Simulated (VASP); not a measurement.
# C in VASP: density of states with PBE

Aim: the density of states of C with PBE.

Everything below comes from runs of VASP 6.6.1. Logs are shortened: lines on timing, memory, paths and dates and some standing lists are left out, and cuts for length are marked.

### Step 1. The cell of the first run

The cell holds a slab with vacuum, 4 atoms: a = 2.526 Å, b = 2.526 Å, c = 18.679 Å, α = 90.00°, β = 90.00°, γ = 90.00°.

### Step 2. Density of states, PBE

POSCAR

```
C
1.0
    2.5255274270      0.0000000000      0.0000000000
    0.0000000000      2.5255274270      0.0000000000
    0.0000000000      0.0000000000     18.6787000000
C
4
Direct
    0.0000000000      0.2500000000      0.4282946256
    0.5000000000      0.2500000000      0.4760982085
    0.5000000000      0.7500000000      0.5239017915
    0.0000000000      0.7500000000      0.5717053744
```

INCAR.step1

```
PREC = Accurate ; ENCUT = 520
EDIFF = 1E-6 ; ISMEAR = -1
SIGMA = 0.02 ; LREAL = False
LASPH = True ; NELM = 100
ALGO = Normal ; ISIF = 2
LWAVE = False ; LCHARG = True
LDIPOL = True ; IDIPOL = 3
DIPOL = 0.5 0.5 0.500 ; GGA = PE
NBANDS = 16
```

KPOINTS.step1

```
Automatic mesh
0
Gamma
  12 12 1
```

INCAR.step2

```
PREC = Accurate ; ENCUT = 520
EDIFF = 1E-6 ; ISMEAR = -5
SIGMA = 0.02 ; LREAL = False
LASPH = True ; NELM = 100
ALGO = Normal ; ISIF = 2
LWAVE = False ; LCHARG = False
LDIPOL = True ; IDIPOL = 3
DIPOL = 0.5 0.5 0.500 ; GGA = PE
LORBIT = 11 ; NBANDS = 16
NEDOS = 1001 ; ICHARG = 11
```

KPOINTS.step2

```
Automatic mesh
0
Gamma
  18 18 1
```

Potentials or basis: VASP PAW PBE potentials, release 64 (C).

Started as:

```console
cat potpaw_PBE.64/C/POTCAR > POTCAR
cp INCAR.step1 INCAR
cp KPOINTS.step1 KPOINTS
mpirun -np 1 vasp_std > vasp.out
cp INCAR.step2 INCAR
cp KPOINTS.step2 KPOINTS
mpirun -np 1 vasp_std > vasp.out
```

OUTCAR:

```text
PREC = Accurate
   ENCUT = 520
   EDIFF = 1E-6
   ISMEAR = -5
   LREAL = False
   LASPH = True
   NELM = 100
   ISIF = 2
   GGA = PE
   LORBIT = 11
   ICHARG = 11

 ion  position               nearest neighbor table
   1  0.000  0.250  0.428-   2 1.55   2 1.55
   2  0.500  0.250  0.476-   1 1.55   1 1.55   3 1.55   3 1.55
   3  0.500  0.750  0.524-   4 1.55   4 1.55   2 1.55   2 1.55
   4  0.000  0.750  0.572-   3 1.55   3 1.55

  LATTYP: Found a simple tetragonal cell.
 ALAT       =     2.5255274270
 C/A-ratio  =     7.3959600677

  Lattice vectors:

 A1 = (   2.5255274270,   0.0000000000,   0.0000000000)
 A2 = (   0.0000000000,   2.5255274270,   0.0000000000)
 A3 = (   0.0000000000,   0.0000000000,  18.6787000000)

Analysis of symmetry for initial positions (statically):
=====================================================================
 Subroutine PRICEL returns:
 Original cell was already a primitive cell.

 Routine SETGRP: Setting up the symmetry group for a
 simple tetragonal supercell.

 Subroutine GETGRP returns: Found  8 space group operations
 (whereof  4 operations were pure point group operations)
 out of a pool of 16 trial point group operations.

The static configuration has the point symmetry C_2h.
 The point group associated with its full space group is D_2h.

Analysis of symmetry for dynamics (positions and initial velocities):
=====================================================================
 Subroutine PRICEL returns:
 Original cell was already a primitive cell.

 Routine SETGRP: Setting up the symmetry group for a
 simple tetragonal supercell.

 Subroutine GETGRP returns: Found  8 space group operations
 (whereof  4 operations were pure point group operations)
 out of a pool of 16 trial point group operations.

The dynamic configuration has the point symmetry C_2h.
 The point group associated with its full space group is D_2h.

 Subroutine INISYM returns: Found  8 space group operations
 (whereof  4 operations are pure point group operations),
 and found     1 'primitive' translations

----------------------------------------------------------------------------------------

                                     Primitive cell

  volume of cell :     119.1381

  direct lattice vectors                    reciprocal lattice vectors
[... 107 lines left out ...]
   EFERMI =   0.00;   METHOD = LEGACY
   ISMEAR =    -5;   SIGMA  =   0.02  broadening in eV -4-tet -1-fermi 0-gaus
   EFERMI_NEDOS =   21; number of points for ismear=-14 and -15
   IALGO  =     38    algorithm
   IMIX   =      4    mixing-type and parameters
     AMIX     =   0.40;   BMIX     =  1.00
     AMIX_MAG =   1.60;   BMIX_MAG =  1.00
  volume/ion in A,a.u.               =      29.78       201.00
  Fermi-wavevector in a.u.,A,eV,Ry     =   0.838361  1.584273  9.562850  0.702850
  Thomas-Fermi vector in A             =   1.952403
   LORBIT       =     11    0 simple, 1 ext, 2 COOP (PROOUT), +10 PAW based schemes
   GGA     = PE    functional components
   LHFCALC =     F    Hartree Fock is set to
   AEXX    =    0.0000 exact exchange contribution
   IVDW    =     0    specifies the selected vdW correction
   LEPSILON=     F    determine dielectric tensor
   LRPA    =     F    only Hartree local field effects (RPA)
 non-spin polarized calculation
 Fermi weights with tetrahedron method with Bloechl corrections
  energy-cutoff  :      520.00
  volume of cell :      119.14
 maximum number of plane-waves:      3251

 number of electron      16.0000001 magnetization

 dipolmoment           0.000000      0.000000     -0.000000 electrons x Angstroem

 Free energy of the ion-electron system (eV)
  ---------------------------------------------------
  ext. energy  EPLUGINS =         0.00000000
  ---------------------------------------------------
  free energy    TOTEN  =       -29.80610139 eV

  energy without entropy =      -29.80610139  energy(sigma->0) =      -29.80610139

 E-fermi :  -4.0592     XC(G=0):  -3.7147

 val. band max:       -4.0957293707   @ k =   0.2222   0.0000   0.0000
 cond. band min:      -4.0697227432   @ k =  -0.3333   0.4444   0.0000
 fundamental gap:      0.0260066275
 Fermi energy:        -4.0592359678

 k-point     1 :       0.0000    0.0000    0.0000
  band No.  band energies     occupation
      1     -23.4905      2.00000
      2     -18.4977      2.00000
      3     -12.2029      2.00000
      4      -8.6702      2.00000
      5      -8.4721      2.00000
      6      -6.0016      2.00000
[... 433 lines left out ...]
      3     -11.9829      2.00000
      4     -10.6743      2.00000
      5      -8.6150      2.00000
      6      -5.6487      2.00000
[... 8 lines left out ...]
     15       4.5145      0.00000
     16       5.0930      0.00000

 [... further k-points ...]

------------------------ aborting loop because EDIFF is reached ----------------------------------------

 vacuum level on the upper side and lower side of the slab       (xc-potential included)        -0.121        -0.121

  FORCE on cell =-STRESS in cart. coord.  units (eV):
  Direction    XX          YY          ZZ          XY          YZ          ZX
  --------------------------------------------------------------------------------------
  -------------------------------------------------------------------------------------
  Total       -2.9396458     -4.7561176     -4.0936229      0.0000000     -0.0000000      0.0000000
  in kB      -39.5325438    -63.9605723    -55.0513015      0.0000000     -0.0000000      0.0000000
  external PRESSURE =     -52.8481392 kB  Pullay stress =       0.0000000 kB

 VOLUME and BASIS-vectors are now :
 -----------------------------------------------------------------------------
  energy-cutoff  :      520.00
  volume of cell :      119.14
      direct lattice vectors                 reciprocal lattice vectors
     2.525527427  0.000000000  0.000000000     0.395956896  0.000000000  0.000000000
     0.000000000  2.525527427  0.000000000     0.000000000  0.395956896  0.000000000
     0.000000000  0.000000000 18.678700000     0.000000000  0.000000000  0.053536916

 POSITION                                       TOTAL-FORCE (eV/Angst)
 -----------------------------------------------------------------------------------
      0.00000      0.63138      7.99999         0.000000     -0.000000      2.680048
      1.26276      0.63138      8.89290         0.000000      0.000000     -3.350704
      1.26276      1.89415      9.78580         0.000000     -0.000000      3.350704
      0.00000      1.89415     10.67871         0.000000     -0.000000     -2.680048
 -----------------------------------------------------------------------------------
    total drift:                                0.000000      0.000000     -0.000000

  FREE ENERGIE OF THE ION-ELECTRON SYSTEM (eV)
  ---------------------------------------------------
  free  energy   TOTEN  =       -29.8061013909 eV

  energy  without entropy=      -29.8061013909  energy(sigma->0) =      -29.80610139

 vacuum level on the upper side and lower side of the slab         3.136         3.136

 total charge

# of ion       s       p       d       tot
------------------------------------------
    1        0.900   1.360   0.000   2.260
    2        0.845   1.676   0.000   2.522
    3        0.845   1.676   0.000   2.522
    4        0.900   1.360   0.000   2.260
--------------------------------------------------
tot          3.491   6.072   0.000   9.562
```

OUTCAR.step1:

```text
PREC = Accurate
   ENCUT = 520
   EDIFF = 1E-6
   ISMEAR = -1
   LREAL = False
   LASPH = True
   NELM = 100
   ISIF = 2
   GGA = PE

[... 687 lines left out ...]
      1.26276      1.89415      9.78580         0.000000      0.000000      3.269520
      0.00000      1.89415     10.67871         0.000000      0.000000     -2.627036
 -----------------------------------------------------------------------------------
    total drift:                               -0.000000      0.000000     -0.000000

  FREE ENERGIE OF THE ION-ELECTRON SYSTEM (eV)
  ---------------------------------------------------
  free  energy   TOTEN  =       -29.8040431861 eV

  energy  without entropy=      -29.8009839270  energy(sigma->0) =      -29.80251356

 vacuum level on the upper side and lower side of the slab         3.137         3.137
```

OSZICAR.step1:

```text
N       E                     dE             d eps       ncg     rms          rms(c)
DAV:   1     0.101371857784E+03    0.10137E+03   -0.61593E+03  1568   0.781E+02
DAV:   2    -0.197397155085E+02   -0.12111E+03   -0.10803E+03  2344   0.176E+02
DAV:   3    -0.303931594921E+02   -0.10653E+02   -0.10381E+02  2248   0.587E+01
[... 11 lines left out ...]
DAV:  15    -0.298040225356E+02   -0.64649E-05   -0.54645E-07  1880   0.287E-03    0.801E-04
DAV:  16    -0.298040312566E+02   -0.87210E-05   -0.34342E-07  1784   0.181E-03    0.615E-04
DAV:  17    -0.298040386742E+02   -0.74176E-05   -0.20082E-07  1640   0.129E-03    0.390E-04
DAV:  18    -0.298040423104E+02   -0.36362E-05   -0.96573E-08  1600   0.112E-03    0.160E-04
DAV:  19    -0.298040431861E+02   -0.87570E-06   -0.21926E-08  1584   0.497E-04
   1 F= -.29804043E+02 E0= -.29802514E+02  d E =-.305926E-02
```

It took 2.1 min on 1 thread of AMD EPYC 9R45 (Zen 5), shared host; peak memory 0.26 GiB.

What came out:

```yaml
Valence_electrons_inside_the_program's_atomic_spheres: C 2.26, 2.52
```

Caveat: tetrahedron occupations give inexact forces and stress in metals.
